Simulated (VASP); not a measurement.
Runs of VASP 6.6.1 on Bi. The structure is that of space group Immm (No. 71), or close to it. The cells are those of the table. 

| cell | further INCAR settings | gap on the mesh (eV) | pressure (GPa) |
| --- | --- | --- | --- |
| a = 3.409 Å, angles 120.0, 102.0, 107.0°, 1 atom | ALGO = Fast; EDIFF = 1e-07; NBANDS = 14 | none | 1.7 |
| a = 3.409 Å, angles 117.3, 99.0, 112.6°, 1 atom | ALGO = Fast; EDIFF = 1e-07; NBANDS = 14 | none | 1.1 |
| a = 3.408 Å, angles 118.6, 100.5, 109.8°, 1 atom | ALGO = Fast; EDIFF = 1e-07; NBANDS = 14 | none | (a) |
| a = 3.408 Å, angles 119.3, 101.2, 108.4°, 1 atom | ALGO = Fast; EDIFF = 1e-06; NBANDS = 14 | none | 1.5 |

Alike in all rows: task single point; level PBE+D3(BJ); potentials or basis VASP PAW PBE potentials, release 64 (Bi_d); no spin polarisation; k mesh 16 × 16 × 16; cutoff (eV) 520; smearing gaussian 0.15 eV.

Q: Fill in the values left out.

A: (a) 1.3.

Caveats: spin-orbit coupling is left out, which moves the levels of the heavy elements.

A k mesh can miss the band edges, and the runs leave out spin-orbit coupling on Bi.

A gap of «none» marks levels without a gap at the run's occupations.
